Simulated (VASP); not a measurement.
Input of a VASP 6.6.1 run:

Contents of INCAR:

```
ALGO     = Fast           # electronic algorithm
EDIFF    = 1E-7           # SCF threshold, eV
ENCUT    = 520            # plane-wave cutoff, eV
GGA      = PE             # functional
ISIF     = 2              # what is computed and relaxed
ISMEAR   = 0              # smearing method
LASPH    = T              # aspherical terms in the spheres
LCHARG   = F              # write CHGCAR
LREAL    = F              # projectors in reciprocal space
LWAVE    = F              # write WAVECAR
NBANDS   = 18             # bands
NELM     = 80             # most SCF steps
PREC     = Accurate       # precision mode
SIGMA    = 0.1            # smearing width, eV
```

Contents of KPOINTS:

```
k-points
0
Gamma
  18 18 8
```

File POSCAR:

```
Li2Rh
1.0
    2.6840218640      0.0000000285      0.0000000000
   -1.3420109567      2.3244311043      0.0000000000
    0.0000000000      0.0000000000      6.6556833637
Li Rh
2 1
Direct
    0.3333333333      0.6666666667      0.3077406027
    0.6666666667      0.3333333333      0.6922593973
    0.0000000000      0.0000000000      0.0000000000
```

Potentials or basis: VASP PAW PBE potentials, release 64 (Li_sv, Rh_pv).

Run with:

```console
$ cat potpaw_PBE.64/Li_sv/POTCAR potpaw_PBE.64/Rh_pv/POTCAR > POTCAR
$ mpirun -np 1 vasp_std > vasp.out
```

Estimate the band gap on the k mesh.

zero (an odd number of electrons rules out a gap without spin polarisation).

What does it give for the largest force?

0.003 eV/Å.

Forces in eV/Å, atoms in the order of the input:
```
Li   0.000  0.000  0.003
Li   0.000  0.000 -0.003
Rh   0.000  0.000  0.000
```
